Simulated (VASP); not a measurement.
# AlCo (Pm-3m) in VASP: further runs, part 2 of 3

VASP 6.6.1. Earlier steps stand in the parts before.

### Step 3. Relaxation of cell and atoms, PBE, target pressure 20 GPa, at which the enthalpy is minimised

This run uses another cell than the first one, of 10.56 Å³/atom, 1.068 times its volume.

Contents of INCAR:

```
SYSTEM = AlCo
PREC     = Accurate       ! precision mode
ENCUT    = 600            ! plane-wave cutoff, eV
EDIFF    = 1E-6           ! SCF threshold, eV
ISMEAR   = 0              ! smearing method
SIGMA    = 0.1            ! smearing width, eV
LREAL    = .FALSE.        ! projectors in reciprocal space
LASPH    = .TRUE.         ! aspherical terms in the spheres
NELM     = 100            ! most SCF steps
ALGO     = Fast           ! electronic algorithm
ISIF     = 3              ! what is computed and relaxed
LWAVE    = .FALSE.        ! write WAVECAR
LCHARG   = .FALSE.        ! write CHGCAR
GGA      = PE             ! functional
IBRION   = 2              ! ionic algorithm
NSW      = 70             ! ionic steps
EDIFFG   = -0.008         ! ionic threshold
PSTRESS  = 200.0
```

Contents of KPOINTS:

```
regular mesh
0
G
  14 14 14
  0 0 0
```

Contents of POSCAR:

```
AlCo
1.0
    2.7644037082      0.0000000000      0.0000000000
    0.0000000000      2.7644037082      0.0000000000
    0.0000000000      0.0000000000      2.7644037082
Al Co
1 1
Direct
    0.0000000000      0.0000000000      0.0000000000
    0.5000000000      0.5000000000      0.5000000000
```

Potentials or basis: VASP PAW PBE potentials, release 64 (Al, Co).

The run is started by

```sh
cat potpaw_PBE.64/Al/POTCAR potpaw_PBE.64/Co/POTCAR > POTCAR
mpirun -np 1 vasp_std > vasp.out
```

OUTCAR:

```text
SYSTEM = AlCo
   PREC = Accurate
   ENCUT = 600
   EDIFF = 1E-6
   ISMEAR = 0
   LREAL = .FALSE.
   LASPH = .TRUE.
   NELM = 100
   ISIF = 3
   GGA = PE
   IBRION = 2
   NSW = 70
   EDIFFG = -0.008
   PSTRESS = 200.0

 ion  position               nearest neighbor table
   1  0.000  0.000  0.000-   2 2.39   2 2.39   2 2.39   2 2.39   2 2.39   2 2.39   2 2.39   2 2.39

   2  0.500  0.500  0.500-   1 2.39   1 2.39   1 2.39   1 2.39   1 2.39   1 2.39   1 2.39   1 2.39

  LATTYP: Found a simple cubic cell.
 ALAT       =     2.7644037082

  Lattice vectors:

 A1 = (   2.7644037082,   0.0000000000,   0.0000000000)
 A2 = (   0.0000000000,   2.7644037082,   0.0000000000)
 A3 = (   0.0000000000,   0.0000000000,   2.7644037082)

Analysis of symmetry for initial positions (statically):
=====================================================================
 Subroutine PRICEL returns:
 Original cell was already a primitive cell.

 Routine SETGRP: Setting up the symmetry group for a
 simple cubic supercell.

 Subroutine GETGRP returns: Found 48 space group operations
 (whereof 48 operations were pure point group operations)
 out of a pool of 48 trial point group operations.

The static configuration has the point symmetry O_h .

Analysis of symmetry for dynamics (positions and initial velocities):
=====================================================================
 Subroutine PRICEL returns:
 Original cell was already a primitive cell.

 Routine SETGRP: Setting up the symmetry group for a
 simple cubic supercell.

 Subroutine GETGRP returns: Found 48 space group operations
 (whereof 48 operations were pure point group operations)
 out of a pool of 48 trial point group operations.

The dynamic configuration has the point symmetry O_h .

 Subroutine INISYM returns: Found 48 space group operations
 (whereof 48 operations are pure point group operations),
 and found     1 'primitive' translations

----------------------------------------------------------------------------------------

                                     Primitive cell

  volume of cell :      21.1254

  direct lattice vectors                    reciprocal lattice vectors
     2.764403708  0.000000000  0.000000000     0.361741665  0.000000000  0.000000000
     0.000000000  2.764403708  0.000000000     0.000000000  0.361741665  0.000000000
     0.000000000  0.000000000  2.764403708     0.000000000  0.000000000  0.361741665

  length of vectors
     2.764403708  2.764403708  2.764403708     0.361741665  0.361741665  0.361741665

  position of ions in fractional coordinates (direct lattice)
     0.000000000  0.000000000  0.000000000
     0.500000000  0.500000000  0.500000000

  ion indices of the primitive-cell ions
   primitive index   ion index
                 1           1
                 2           2

----------------------------------------------------------------------------------------

 KPOINTS: regular mesh

Automatic generation of k-mesh.
 Grid dimensions read from file:
 generate k-points for:   14   14   14

 Generating k-lattice:

  Cartesian coordinates                     Fractional coordinates (reciprocal lattice)
     0.025838690  0.000000000  0.000000000     0.071428571  0.000000000  0.000000000
[... 43 lines left out ...]
   total plane-waves  NPLWV =  13824
   dimension x,y,z NGX =    24 NGY =   24 NGZ =   24
   dimension x,y,z NGXF=    48 NGYF=   48 NGZF=   48
   ions per type =               1   1
   NGX,Y,Z   is equivalent  to a cutoff of  14.43, 14.43, 14.43 a.u.
   NGXF,Y,Z  is equivalent  to a cutoff of  28.87, 28.87, 28.87 a.u.
 SYSTEM =  AlCo
   PREC   = accura    normal or accurate (medium, high low for compatibility)
   ISTART =      0    job   : 0-new  1-cont  2-samecut
   ICHARG =      2    charge: 1-file 2-atom 10-const
   ISPIN  =      1    spin polarized calculation?
   LNONCOLLINEAR =      F non collinear calculations
   LSORBIT =      F    spin-orbit coupling
   LASPH  =      T    aspherical Exc in radial PAW
   ENCUT  =  600.0 eV  44.10 Ry    6.64 a.u.   5.52  5.52  5.52*2*pi/ulx,y,z
   NELM   =    100;   NELMIN=  2; NELMDL= -5     # of ELM steps
   EDIFF  = 0.1E-05   stopping-criterion for ELM
   LREAL  =      F    real-space projection
   EDIFFG = -.8E-02   stopping-criterion for IOM
   NSW    =     70    number of steps for IOM
   IBRION =      2    ionic relax: 0-MD 1-quasi-New 2-CG
   NFREE  =      1    steps in history (QN), initial steepest desc. (CG)
   ISIF   =      3    stress and relaxation
   ISYM   =      2    0-nonsym 1-usesym 2-fastsym
   POTIM  = 0.5000    time-step for ionic-motion
   TEBEG  =    0.0;   TEEND  =   0.0 temperature during run
   PSTRESS=  200.0 pullay stress
   NELECT =      12.0000    total number of electrons
   NUPDOWN=      -1.0000    fix difference up-down
   EMIN   =  10.00;   EMAX   =-10.00  energy-range for DOS
   EFERMI =   0.00;   METHOD = LEGACY
   ISMEAR =     0;   SIGMA  =   0.10  broadening in eV -4-tet -1-fermi 0-gaus
   EFERMI_NEDOS =   21; number of points for ismear=-14 and -15
   IALGO  =     68    algorithm
   IMIX   =      4    mixing-type and parameters
     AMIX     =   0.40;   BMIX     =  1.00
     AMIX_MAG =   1.60;   BMIX_MAG =  1.00
  volume/ion in A,a.u.               =      10.56        71.28
  Fermi-wavevector in a.u.,A,eV,Ry     =   1.355815  2.562119 25.010698  1.838234
  Thomas-Fermi vector in A             =   2.482871
   LORBIT       =      0    0 simple, 1 ext, 2 COOP (PROOUT), +10 PAW based schemes
   GGA     = PE    functional components
   LHFCALC =     F    Hartree Fock is set to
   AEXX    =    0.0000 exact exchange contribution
   IVDW    =     0    specifies the selected vdW correction
   LEPSILON=     F    determine dielectric tensor
   LRPA    =     F    only Hartree local field effects (RPA)
 conjugate gradient relaxation of ions
 non-spin polarized calculation
 RMM-DIIS sequential band-by-band and
 Gauss-broadening in eV      SIGMA  =   0.10
  energy-cutoff  :      600.00
  volume of cell :       21.13
 maximum number of plane-waves:       739
 NGX is ok and might be reduce to    24
   NGX = 11   NGY = 11   NGZ = 11

--------------------------------------- Ionic step        1  -------------------------------------------

 number of electron      12.0000002 magnetization

 Free energy of the ion-electron system (eV)
  ---------------------------------------------------
  ext. energy  EPLUGINS =         0.00000000
  ---------------------------------------------------
  free energy    TOTEN  =       -11.87047808 eV

  energy without entropy =      -11.86741536  energy(sigma->0) =      -11.86894672

------------------------ aborting loop because EDIFF is reached ----------------------------------------

  FORCE on cell =-STRESS in cart. coord.  units (eV):
  Direction    XX          YY          ZZ          XY          YZ          ZX
  --------------------------------------------------------------------------------------
  -------------------------------------------------------------------------------------
  Total        2.6803875      2.6803875      2.6803875      0.0000000     -0.0000000      0.0000000
  in kB      203.2842664    203.2842664    203.2842664      0.0000000     -0.0000000      0.0000000
  external PRESSURE =       3.2842664 kB  Pullay stress =     200.0000000 kB
[... 139 lines left out ...]
--------------------------------------- Ionic step        5  -------------------------------------------

 number of electron      12.0000003 magnetization

 Free energy of the ion-electron system (eV)
  ---------------------------------------------------
  ext. energy  EPLUGINS =         0.00000000
  ---------------------------------------------------
  free energy    TOTEN  =       -11.87450775 eV

  energy without entropy =      -11.87143928  energy(sigma->0) =      -11.87297351

 E-fermi :  11.8584     XC(G=0): -12.7100

 val. band max:       11.8575079833   @ k =   0.5000   0.3571   0.0714
 cond. band min:      11.8910574184   @ k =   0.5000   0.3571   0.2857
 fundamental gap:      0.0335494351
 Fermi energy:        11.8584168365

 k-point     1 :       0.0000    0.0000    0.0000
  band No.  band energies     occupation
      1       0.1337      2.00000
      2       8.4430      2.00000
      3       8.4430      2.00000
      4      10.8775      2.00000
      5      10.8775      2.00000
      6      10.8775      2.00000
      7      18.2722      0.00000
      8      18.2722      0.00000
      9      18.2722      0.00000
     10      20.9458      0.00000
[... 287 lines left out ...]
 k-point    24 :       0.3571    0.2143    0.0000
  band No.  band energies     occupation
      1       3.4160      2.00000
      2       7.4202      2.00000
      3       8.9852      2.00000
      4       9.7496      2.00000
      5      10.1322      2.00000
      6      10.6001      2.00000
      7      12.6063      0.00000
      8      16.7122      0.00000
      9      20.6553      0.00000
     10      22.3621      0.00000

 [... further k-points ...]
[... 5 lines left out ...]
  --------------------------------------------------------------------------------------
  -------------------------------------------------------------------------------------
  Total        2.6521641      2.6521641      2.6521641      0.0000000      0.0000000      0.0000000
  in kB      200.8382996    200.8382996    200.8382996      0.0000000      0.0000000      0.0000000
  external PRESSURE =       0.8382996 kB  Pullay stress =     200.0000000 kB
[... 21 lines left out ...]
  energy  without entropy=      -11.8714392794  energy(sigma->0) =      -11.87297351

  enthalpy is  TOTEN    =        -9.2334137577 eV   P V=        2.6410939912

 reached required accuracy - stopping structural energy minimisation
```

It took 1.8 min on 1 thread of AMD EPYC 7R43 (Zen 3), shared host; peak memory 0.14 GiB.

What came out:

| Property | Result |
| --- | --- |
| Free energy | -11.8745 eV |
| Relaxed volume | 10.58 Å³/atom |
| Relaxed cell | a = 2.766 Å, b = 2.766 Å, c = 2.766 Å, α = 90.00°, β = 90.00°, γ = 90.00° |
| Space group after relaxing (to 0.05 Å) | Pm-3m (No. 221) |
| Energy change on relaxing (the enthalpy is what falls) | -2.0 meV/atom |
| Ionic steps | 5 |
| Pressure after relaxing | 20.1 GPa |
| Band gap on the k mesh | zero (band 6 reaches 14.22 eV, above the bottom of band 7 at 11.57 eV) |

Step by step:
| step | energy change (eV) | largest force (eV/Å) | pressure (GPa) | volume (Å³) |
| --- | --- | --- | --- | --- |
| 1 | 0.0000 | 0.0000 | 20.33 | 21.13 |
| 2 | -0.0082 | 0.0000 | 19.52 | 21.19 |
| 3 | -0.0028 | 0.0000 | 20.26 | 21.15 |
| 4 | -0.0047 | 0.0000 | 19.85 | 21.16 |
| 5 | -0.0040 | 0.0000 | 20.08 | 21.16 |

Final structure:
```yaml
crystal:
  lattice:
    - [2.76580, 0.00000, 0.00000]
    - [0.00000, 2.76580, 0.00000]
    - [0.00000, 0.00000, 2.76580]
  atoms:
    - { symbol: Al, position: [0.00000, 0.00000, 0.00000] }
    - { symbol: Co, position: [0.50000, 0.50000, 0.50000] }
```

Caveat: the cell is relaxed towards a set pressure, so the enthalpy falls and the energy may rise.

### Step 4. Relaxation of cell and atoms, PBE, target pressure 10 GPa, at which the enthalpy is minimised

This run uses another cell than the first one, of 11.02 Å³/atom, 1.114 times its volume.

Contents of INCAR:

```
PREC = Accurate
ENCUT = 600
EDIFF = 1E-6
ISMEAR = 0
SIGMA = 0.1
LREAL = F
LASPH = T
NELM = 100
ALGO = Fast
ISIF = 3
LWAVE = F
LCHARG = F
GGA = PE
IBRION = 2
NSW = 70
EDIFFG = -0.008
PSTRESS = 100.0
```

Contents of KPOINTS:

```
regular mesh
0
Gamma
  14 14 14
```

Contents of POSCAR:

```
AlCo
1.0
    2.8039677643      0.0000000000      0.0000000000
    0.0000000000      2.8039677643      0.0000000000
    0.0000000000      0.0000000000      2.8039677643
Al Co
1 1
Direct
    0.0000000000      0.0000000000      0.0000000000
    0.5000000000      0.5000000000      0.5000000000
```

The run is started by

```sh
cat potpaw_PBE.64/Al/POTCAR potpaw_PBE.64/Co/POTCAR > POTCAR
mpirun -np 1 vasp_std > vasp.out
```

Run time: 53 s. Hardware: 1 thread of AMD EPYC 7R43 (Zen 3), shared host; peak memory 0.13 GiB.

The run converged. Its results:

```
Free energy             : -11.9567 eV
Pressure after relaxing : 10.0 GPa
Band gap on the k mesh  : zero (band 6 reaches 13.63 eV, above the bottom of band 7 at 10.99 eV)
```

Final structure:
```xyz
2
Lattice="2.8040 0.0000 0.0000 0.0000 2.8040 0.0000 0.0000 0.0000 2.8040" Properties=species:S:1:pos:R:3 pbc="T T T"
Al    0.0000    0.0000    0.0000
Co    1.4020    1.4020    1.4020
```

Levels at points of the mesh, in eV from the Fermi level:
| k point | band 3 | band 4 | band 5 | band 6 | band 7 | band 8 | band 9 | band 10 |
| --- | --- | --- | --- | --- | --- | --- | --- | --- |
| (0.00, 0.00, 0.00) | -3.21 | -0.92 | -0.92 | -0.92 | 6.20 | 6.20 | 6.20 | 8.92 |
| (0.50, 0.00, 0.00) | -2.57 | -1.85 | -1.85 | -0.80 | 0.19 | 8.44 | 10.87 | 10.87 |
| (0.50, 0.50, 0.00) | -2.80 | -2.80 | -1.64 | -1.64 | -0.27 | 2.56 | 3.72 | 13.30 |
| (0.50, 0.50, 0.50) | -4.19 | -0.23 | -0.23 | 2.37 | 2.37 | 2.37 | 4.55 | 5.57 |

Caveat: the relaxation stopped at its first step, so nothing moved; the cell is relaxed towards a set pressure, so the enthalpy falls and the energy may rise. Spin polarisation is off, so any magnetic state and its effect on volume and gap are missing.

### Step 5. Relaxation of cell and atoms, PBE, target pressure 5 GPa, at which the enthalpy is minimised

This run uses another cell than the first one, of 11.29 Å³/atom, 1.142 times its volume.

Contents of INCAR:

```
SYSTEM = AlCo
ALGO = Normal ; EDIFF = 1E-6
EDIFFG = -0.008 ; ENCUT = 600
GGA = PE ; IBRION = 2
ISIF = 3 ; ISMEAR = 0
LASPH = .TRUE. ; LCHARG = .FALSE.
LREAL = .FALSE. ; LWAVE = .FALSE.
NELM = 80 ; NSW = 70
PREC = Accurate ; PSTRESS = 50.0
SIGMA = 0.1
```

Contents of KPOINTS:

```
k-points
0
G
  14 14 14
  0 0 0
```

Contents of POSCAR:

```
AlCo
1.0
    2.8266130847      0.0000000000      0.0000000000
    0.0000000000      2.8266130847      0.0000000000
    0.0000000000      0.0000000000      2.8266130847
Al Co
1 1
Direct
    0.0000000000      0.0000000000      0.0000000000
    0.5000000000      0.5000000000      0.5000000000
```

Potentials or basis: VASP PAW PBE potentials, release 64 (Al, Co).

The run is started by

```sh
cat potpaw_PBE.64/Al/POTCAR potpaw_PBE.64/Co/POTCAR > POTCAR
mpirun -np 1 vasp_std > vasp.out
```

OUTCAR:

```text
SYSTEM = AlCo
   EDIFF = 1E-6
   EDIFFG = -0.008
   ENCUT = 600
   GGA = PE
   IBRION = 2
   ISIF = 3
   ISMEAR = 0
   LASPH = .TRUE.
   LREAL = .FALSE.
   NELM = 80
   NSW = 70
   PREC = Accurate
   PSTRESS = 50.0

 ion  position               nearest neighbor table
   1  0.000  0.000  0.000-   2 2.45   2 2.45   2 2.45   2 2.45   2 2.45   2 2.45   2 2.45   2 2.45

   2  0.500  0.500  0.500-   1 2.45   1 2.45   1 2.45   1 2.45   1 2.45   1 2.45   1 2.45   1 2.45

  LATTYP: Found a simple cubic cell.
 ALAT       =     2.8266130847

[... 498 lines left out ...]
      9      19.4250      0.00000
     10      20.9112      0.00000

 [... further k-points ...]
[... 5 lines left out ...]
  --------------------------------------------------------------------------------------
  -------------------------------------------------------------------------------------
  Total        0.7088651      0.7088651      0.7088651     -0.0000000      0.0000000      0.0000000
  in kB       50.2892407     50.2892407     50.2892407     -0.0000000      0.0000000      0.0000000
  external PRESSURE =       0.2892407 kB  Pullay stress =      50.0000000 kB

 VOLUME and BASIS-vectors are now :
 -----------------------------------------------------------------------------
  energy-cutoff  :      600.00
  volume of cell :       22.58
      direct lattice vectors                 reciprocal lattice vectors
     2.826613085  0.000000000  0.000000000     0.353780291  0.000000000  0.000000000
     0.000000000  2.826613085  0.000000000     0.000000000  0.353780291  0.000000000
     0.000000000  0.000000000  2.826613085     0.000000000  0.000000000  0.353780291

 POSITION                                       TOTAL-FORCE (eV/Angst)
 -----------------------------------------------------------------------------------
      0.00000      0.00000      0.00000         0.000000      0.000000      0.000000
      1.41331      1.41331      1.41331         0.000000      0.000000      0.000000
 -----------------------------------------------------------------------------------
    total drift:                                0.000000     -0.000000     -0.000000

  FREE ENERGIE OF THE ION-ELECTRON SYSTEM (eV)
  ---------------------------------------------------
  free  energy   TOTEN  =       -11.9818491924 eV

  energy  without entropy=      -11.9784601292  energy(sigma->0) =      -11.98015466

  enthalpy is  TOTEN    =       -11.2770611665 eV   P V=        0.7047880260

 reached required accuracy - stopping structural energy minimisation
```

OSZICAR:

```text
N       E                     dE             d eps       ncg     rms          rms(c)
DAV:   1     0.388469282598E+02    0.38847E+02   -0.58532E+03  2408   0.141E+03
DAV:   2    -0.122817939945E+02   -0.51129E+02   -0.48451E+02  2402   0.199E+02
DAV:   3    -0.136397117600E+02   -0.13579E+01   -0.13452E+01  2868   0.427E+01
DAV:   4    -0.136635875085E+02   -0.23876E-01   -0.23866E-01  2938   0.506E+00
DAV:   5    -0.136643047973E+02   -0.71729E-03   -0.71727E-03  2800   0.882E-01    0.127E+01
DAV:   6    -0.162518886540E+02   -0.25876E+01   -0.70820E+01  2706   0.127E+02    0.171E+01
DAV:   7    -0.120131744752E+02    0.42387E+01   -0.31372E+01  2632   0.808E+01    0.183E+00
DAV:   8    -0.119947350506E+02    0.18439E-01   -0.22613E-01  2534   0.437E+00    0.112E+00
DAV:   9    -0.119822607929E+02    0.12474E-01   -0.32931E-02  2918   0.270E+00    0.283E-01
DAV:  10    -0.119818634006E+02    0.39739E-03   -0.63242E-04  2672   0.276E-01    0.135E-01
DAV:  11    -0.119818499041E+02    0.13496E-04   -0.21577E-05  3430   0.514E-02    0.931E-03
DAV:  12    -0.119818491924E+02    0.71167E-06   -0.22657E-06  2562   0.128E-02
   1 F= -.11277061E+02 E0= -.11275367E+02  d E =-.112771E+02
```

CONTCAR:

```text
AlCo
   1.00000000000000
     2.8266130846999999    0.0000000000000000    0.0000000000000000
     0.0000000000000000    2.8266130846999999    0.0000000000000000
     0.0000000000000000    0.0000000000000000    2.8266130846999999
  Al              Co
     1     1
Direct
     0.0000000000000000    0.0000000000000000    0.0000000000000000
     0.5000000000000000    0.5000000000000000    0.5000000000000000

  0.00000000E+00  0.00000000E+00  0.00000000E+00
  0.00000000E+00  0.00000000E+00  0.00000000E+00
```

It took 49 s on 1 thread of AMD EPYC 7R43 (Zen 3), shared host; peak memory 0.13 GiB.

Results:

| Property | Result |
| --- | --- |
| Free energy | -11.9818 eV |
| Pressure after relaxing | 5.0 GPa |
| Band gap on the k mesh | zero (band 6 reaches 13.30 eV, above the bottom of band 7 at 10.66 eV) |

Final structure:
```cif
data_structure
_symmetry_space_group_name_H-M 'P 1'
_symmetry_Int_Tables_number 1
_cell_length_a 2.8266
_cell_length_b 2.8266
_cell_length_c 2.8266
_cell_angle_alpha 90.000
_cell_angle_beta 90.000
_cell_angle_gamma 90.000
_cell_volume 22.58
loop_
_atom_site_label
_atom_site_type_symbol
_atom_site_fract_x
_atom_site_fract_y
_atom_site_fract_z
_atom_site_occupancy
Al1 Al 0.00000 0.00000 0.00000 1
Co1 Co 0.50000 0.50000 0.50000 1
```

Caveat: the relaxation stopped at its first step, so nothing moved; the cell is relaxed towards a set pressure, so the enthalpy falls and the energy may rise. Spin polarisation is off, so any magnetic state and its effect on volume and gap are missing.

[end of part 2 of 3]
